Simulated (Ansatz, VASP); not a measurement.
# GaN: VASP beside Ansatz

The input POSCAR:

```
GaN
1.0
    3.2185412564      0.0000000000      0.0000000000
   -1.6092706282      2.7873384911      0.0000000000
    0.0000000000      0.0000000000      5.2286119200
Ga N
2 2
Direct
    0.3333333333      0.6666666667      0.0000000000
    0.6666666667      0.3333333333      0.5000000000
    0.3333333333      0.6666666667      0.3750000000
    0.6666666667      0.3333333333      0.8750000000
```

The input INCAR.step1:

```
PREC     = Accurate       # precision mode
ENCUT    = 520            # plane-wave cutoff, eV
ISMEAR   = 0              # smearing method
SIGMA    = 0.02           # smearing width, eV
LREAL    = F              # projectors in reciprocal space
LASPH    = T              # aspherical terms in the spheres
NELM     = 60             # most SCF steps
NBANDS   = 26             # bands
GGA      = PE             # functional
ALGO     = Normal         # electronic algorithm
EDIFF    = 1E-4           # SCF threshold, eV
LWAVE    = T              # write WAVECAR
LCHARG   = F              # write CHGCAR
```

The input INCAR.step2:

```
PREC     = Accurate       # precision mode
ENCUT    = 520            # plane-wave cutoff, eV
EDIFF    = 1E-7           # SCF threshold, eV
ISMEAR   = 0              # smearing method
SIGMA    = 0.02           # smearing width, eV
LREAL    = F              # projectors in reciprocal space
LASPH    = T              # aspherical terms in the spheres
NELM     = 60             # most SCF steps
ALGO     = Normal         # electronic algorithm
ISIF     = 2              # what is computed and relaxed
LWAVE    = F              # write WAVECAR
LCHARG   = T              # write CHGCAR
METAGGA  = R2SCAN         # meta-GGA
LMIXTAU  = T            
LELF     = T              # ELF
LVHAR    = T            
NBANDS   = 26             # bands
ISTART   = 1
```

Contents of KPOINTS:

```
Automatic mesh
0
Gamma
  12 12 6
```

Input for Ansatz:

```yaml
crystal:
  lattice:
    - [3.2185412564, 0.0, 0.0]
    - [-1.6092706282, 2.7873384911, 0.0]
    - [0.0, 0.0, 5.22861192]
  atoms:
    - { symbol: Ga, position: [0.3333333333, 0.6666666667, 0.0] }
    - { symbol: Ga, position: [0.6666666667, 0.3333333333, 0.5] }
    - { symbol: "N", position: [0.3333333333, 0.6666666667, 0.375] }
    - { symbol: "N", position: [0.6666666667, 0.3333333333, 0.875] }
basis:
  ecutwfc: 500
kpoints:
  mp_grid: { grid: [12, 12, 6] }
hamiltonian:
  xc: r2scan
scf:
  occupations: { method: gaussian, width: 0.02 }
output:
  forces: true
  stress: true
  eigenvalues: true
```

Alike in both runs: task single point; functional r2SCAN; k mesh 12 × 12 × 6; occupations gaussian, width 0.02 eV; no spin polarisation.

|  | VASP | Ansatz |
| --- | --- | --- |
| version | VASP 6.6.1 | Ansatz 0.2.0 |
| potentials or method | VASP PAW PBE potentials, release 64 (Ga_d, N), cutoff 520 eV | scalar-relativistic, plane waves, PAW |
| valence electrons in the cell | 36 | 36 |

VASP gave:

- gap on the k mesh at the Fermi level (eV): 2.12
- least direct gap on the mesh (eV): 2.12
- pressure (GPa): -4.6
- traceless stress, the component that is largest in VASP (GPa): 1.18
- rms of the force components (eV/Å): 0.072

Problem. Estimate Ansatz's values.

Solution. gap on the k mesh at the Fermi level (eV): 2.13; least direct gap on the mesh (eV): 2.13; pressure (GPa): -5.7; traceless stress, the component that is largest in VASP (GPa): 1.16; rms of the force components (eV/Å): 0.076.

VASP's potentials were made for PBE, not for r2SCAN. Atom by atom the forces differ by 0.004 eV/Å (rms over components).
